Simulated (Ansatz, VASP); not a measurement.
**One calculation of Rh, two programs**

The input INCAR:

```
ALGO = Normal
EDIFF = 1E-7
ENCUT = 520
GGA = PS
ISIF = 2
ISMEAR = 0
LASPH = True
LCHARG = False
LREAL = False
LWAVE = False
NBANDS = 14
NELM = 80
PREC = Accurate
SIGMA = 0.1
```

KPOINTS

```
k-points
0
Gamma
  8 8 8
```

Contents of POSCAR:

```
Rh
1.0
   -1.5860479377      1.5860479377      1.5860479377
    1.5860479377     -1.5860479377      1.5860479377
    1.5860479377      1.5860479377     -1.5860479377
Rh
1
Direct
    0.0000000000      0.0000000000      0.0000000000
```

Input for Ansatz:

```yaml
crystal:
  lattice:
    - [-1.5860479377, 1.5860479377, 1.5860479377]
    - [1.5860479377, -1.5860479377, 1.5860479377]
    - [1.5860479377, 1.5860479377, -1.5860479377]
  atoms:
    - { symbol: Rh, position: [0.0, 0.0, 0.0] }
basis:
  ecutwfc: 420
kpoints:
  mp_grid: { grid: [8, 8, 8] }
hamiltonian:
  xc: pbesol
scf:
  occupations: { method: gaussian, width: 0.1 }
output:
  forces: true
  stress: true
  eigenvalues: true
```

Alike in both runs: task single point; functional PBEsol; k mesh 8 × 8 × 8; occupations gaussian, width 0.1 eV; no spin polarisation.

|  | VASP | Ansatz |
| --- | --- | --- |
| version | VASP 6.6.1 | Ansatz 0.2.0 |
| potentials or method | VASP PAW PBE potentials, release 64 (Rh_pv), cutoff 520 eV | scalar-relativistic, plane waves, PAW |
| valence electrons in the cell | 15 | 17 |

|  | VASP | Ansatz | Ansatz less VASP |
| --- | --- | --- | --- |
| gap on the k mesh at the Fermi level (eV) | none | none | - |
| pressure (GPa) | -26.2 | -26.2 | +0.02 |

VASP's potentials were made for PBE, not for PBEsol. A gap of «none» marks a metal or a gap that the smearing closes. VASP's potentials hold 15 valence electrons a cell and Ansatz's 17, so a difference there can come from the potentials and not from the codes.
